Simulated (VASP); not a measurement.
Input of a VASP 6.6.1 run:

The input POSCAR:

```
Re
1.0
    0.0000000000      1.9565336224      1.9565336224
    1.9565336224      0.0000000000      1.9565336224
    1.9565336224      1.9565336224      0.0000000000
Re
1
Direct
    0.0000000000      0.0000000000      0.0000000000
```

File INCAR.step1:

```
PREC = Accurate
ENCUT = 520
ISMEAR = 0
SIGMA = 0.05
LREAL = F
LASPH = T
NELM = 60
NBANDS = 10
GGA = PE
ALGO = Normal
EDIFF = 1E-4
LWAVE = T
LCHARG = F
```

File INCAR.step2:

```
PREC = Accurate
ENCUT = 520
EDIFF = 1E-6
ISMEAR = 0
SIGMA = 0.05
LREAL = F
LASPH = T
NELM = 60
ALGO = Normal
ISIF = 2
LWAVE = F
LCHARG = F
METAGGA = R2SCAN
LMIXTAU = T
NBANDS = 10
ISTART = 1
```

KPOINTS

```
Automatic mesh
0
Gamma
  18 18 18
```

Potentials or basis: VASP PAW PBE potentials, release 64 (Re).

Launch:

```console
$ cat potpaw_PBE.64/Re/POTCAR > POTCAR
$ cp INCAR.step1 INCAR
$ mpirun -np 1 vasp_std > vasp.out
$ cp INCAR.step2 INCAR
$ mpirun -np 1 vasp_std > vasp.out
```

Q: Estimate the band gap on the k mesh.

A: Zero (an odd number of electrons rules out a gap without spin polarisation).

Q: Estimate the pressure.

A: -5.8 GPa.

Caveat: the cell stands under tension; the PAW data sets were made with another functional, which shifts forces and pressure a little; spin-orbit coupling is left out, which moves the levels of the heavy elements.
